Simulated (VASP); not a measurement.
**Ir16Cl: single point with PBE+D3(BJ)**

System: Ir16Cl, a slab with vacuum.

```
Ir Cl
1.0
     7.68000    0.00000    0.00000
     0.00000    5.43058    0.00000
     0.00000    0.00000   16.07294
Ir Cl
16 1
Direct
  0.25000 0.24999 0.06222
  0.75000 0.24999 0.06222
  0.25000 0.74999 0.06222
  0.75000 0.74999 0.06222
  0.00628 0.98348 0.15336
  0.48810 0.01484 0.11874
  0.00210 0.50333 0.12565
  0.52259 0.50059 0.13481
  0.25725 0.25100 0.23122
  0.73956 0.23132 0.24039
  0.25241 0.72966 0.22165
  0.75642 0.77736 0.23805
  0.01301 0.99367 0.31548
  0.48766 0.95170 0.29226
  0.01454 0.49181 0.30299
  0.51457 0.51193 0.30199
  0.96271 0.68239 0.42575
```

- Program: VASP 6.6.1
- Task: single point
- Functional: PBE
- Dispersion: D3(BJ)
- Potentials or basis: VASP PAW PBE potentials, release 64 (Ir, Cl)
- Cutoff: 520 eV
- k mesh: 2 × 3 × 1
- Occupations: fermi-dirac, width 0.1 eV
- Spin: no spin polarisation
- Dipole correction: no
- Further INCAR settings: LREAL = Auto; ALGO = Normal; EDIFF = 1e-06; NBANDS = 90

The largest force is 3.742 eV/Å and the band gap on the k mesh is zero (an odd number of electrons rules out a gap without spin polarisation). The dispersion energy per atom is -0.421 eV.

Forces in eV/Å, atoms in the order of the input:
```
Ir  -0.994  0.845 -0.271
Ir   1.032 -0.344  0.206
Ir  -0.150 -0.442 -0.754
Ir   0.704  0.646  0.344
Ir  -0.700  1.519 -1.610
Ir   2.020 -0.957  0.794
Ir  -0.589 -0.871  0.365
Ir  -1.639 -0.049  0.531
Ir  -0.115 -0.661 -0.319
Ir   1.263  1.457 -0.579
Ir  -0.196  0.111  0.510
Ir   0.811 -2.594 -1.015
Ir   0.001 -0.058 -0.019
Ir   0.196  3.467  1.394
Ir  -0.523 -0.526 -0.933
Ir  -1.159 -2.253  0.571
Cl   0.040  0.710  0.785
```

Levels at points of the mesh, in eV from the Fermi level:
```csv
k point,band 72,band 73,band 74,band 75,band 76,band 77,band 78,band 79
"(0.00, 0.00, 0.00)",-0.08,0.06,0.16,0.19,0.23,0.38,0.43,0.47
"(0.50, 0.00, 0.00)",-0.26,-0.18,-0.13,-0.03,0.01,0.16,0.18,0.24
```

It took 17 min on 1 thread of Intel(R) Xeon(R) Platinum 8488C (Sapphire Rapids), with other jobs on the host, peak memory 0.67 GiB.

Caveat: the k points lie up to 0.41 Å⁻¹ apart, too coarse for converged energies and pressures of a metal; there is no dipole correction, which matters where the two faces differ; spin-orbit coupling is left out, which moves the levels of the heavy elements.
